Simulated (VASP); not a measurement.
Write the native input for VASP 6.6.1 that does the following.

* Task: single point
* Functional: PBE
* Potentials or basis: VASP PAW PBE potentials, release 64 (Bi_d, S)
* Cutoff: 500 eV
* k mesh: 7 × 7 × 7
* Occupations: gaussian, width 0.012 eV
* Spin: no spin polarisation
* Dipole correction: no
* Further INCAR settings: ALGO = Normal; EDIFF = 1e-06; NBANDS = 18

The structure of BiS lies in POSCAR:

```
BiS
1.0
    4.0029443400      0.0000000000      0.0000000000
    0.0000000000      4.0029443400      0.0000000000
    0.0000000000      0.0000000000      4.0029443400
Bi S
1 1
Direct
    0.5000000000      0.5000000000      0.5000000000
    0.0000000000      0.0000000000      0.0000000000
```

One way to write it, as run:

INCAR

```
SYSTEM = BiS
PREC = Accurate
ENCUT = 500
EDIFF = 1E-6
ISMEAR = 0
SIGMA = 0.012
LREAL = .FALSE.
LASPH = .TRUE.
NELM = 120
ALGO = Normal
ISIF = 2
LWAVE = .FALSE.
LCHARG = .FALSE.
GGA = PE
NBANDS = 18
GGA_COMPAT = .FALSE.
```

KPOINTS

```
regular mesh
0
G
  7 7 7
  0 0 0
```

Potentials or basis: VASP PAW PBE potentials, release 64 (Bi_d, S).

Launch:

```bash
$ cat potpaw_PBE.64/Bi_d/POTCAR potpaw_PBE.64/S/POTCAR > POTCAR
$ mpirun -np 1 vasp_std > vasp.out
```

Results of the run:

```
Pressure : -10.9 GPa
```

Run time: 25 s on 1 thread of AMD EPYC 7R13, with other jobs on the host, peak memory 0.14 GiB.
